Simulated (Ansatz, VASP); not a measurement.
**Two plane-wave programs on Bi**

```
Bi
1.0
    -4.36392    4.36392    1.35904
     4.36392   -4.36392    1.35904
     4.36392    4.36392   -1.35904
Bi
1
Cartesian
  0.0000 0.0000 0.0000
```

Change from the starting cell: strain +0.025 along x and y, -0.050 along z, atoms carried along.

Alike in both runs: task single point; functional LDA; k mesh 10 × 10 × 10; occupations gaussian, width 0.05 eV; no spin polarisation.

|  | VASP | Ansatz |
| --- | --- | --- |
| version | VASP 6.6.1 | Ansatz 0.2.0 |
| potentials or method | VASP PAW LDA potentials, release 64 (Bi_d), cutoff 520 eV | scalar-relativistic, plane waves, PAW |
| valence electrons in the cell | 15 | 15 |

|  | VASP | Ansatz | Ansatz less VASP |
| --- | --- | --- | --- |
| gap on the k mesh at the Fermi level (eV) | none | none | - |
| pressure (GPa) | 0.4 | 0.4 | 0.00 |
| traceless stress, the component that is largest in VASP (GPa) | 1.55 | 1.48 | -0.066 |

LDA's correlation is that of Perdew and Zunger in VASP and of Perdew and Wang (1992) in Ansatz. A gap of «none» marks a metal or a gap that the smearing closes.

Spin-orbit coupling is off throughout.
